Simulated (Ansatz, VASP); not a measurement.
# TaN: VASP beside Ansatz

```
Ta N
1.0
     0.00000    2.13753    2.13753
     2.13753    0.00000    2.13753
     2.13753    2.13753    0.00000
Ta N
1 1
Cartesian
  2.1561 2.1375 2.1375
  -0.2399 0.0000 0.0000
```

Change from the starting cell: mode 4 frozen in at -0.244 Å, equal normal strain along x, y and z -0.0167.

Alike in both runs: task single point; functional LDA; k mesh 18 × 18 × 18; occupations gaussian, width 0.15 eV; no spin polarisation.

|  | VASP | Ansatz |
| --- | --- | --- |
| version | VASP 6.6.1 | Ansatz 0.2.0 |
| potentials or method | VASP PAW LDA potentials, release 64 (Ta_sv_GW, N), cutoff 600 eV | scalar-relativistic, plane waves, PAW |
| valence electrons in the cell | 18 | 18 |

```tsv
	VASP	Ansatz	Ansatz less VASP
gap on the k mesh at the Fermi level (eV)	none	none	-
pressure (GPa)	38.4	36.4	-2.00
traceless stress, the component that is largest in VASP (GPa)	31.31	30.74	-0.574
rms of the force components (eV/Å)	2.476	2.428	-0.0472
```

Ansatz warns that its potentials were made for another functional, while VASP's fit it. LDA's correlation is that of Perdew and Zunger in VASP and of Perdew and Wang (1992) in Ansatz. Atom by atom the forces differ by 0.047 eV/Å (rms over components). A gap of «none» marks a metal or a gap that the smearing closes. Both programs put the cell under a high pressure, so it lies far from rest at this level.

Spin-orbit coupling is off throughout.
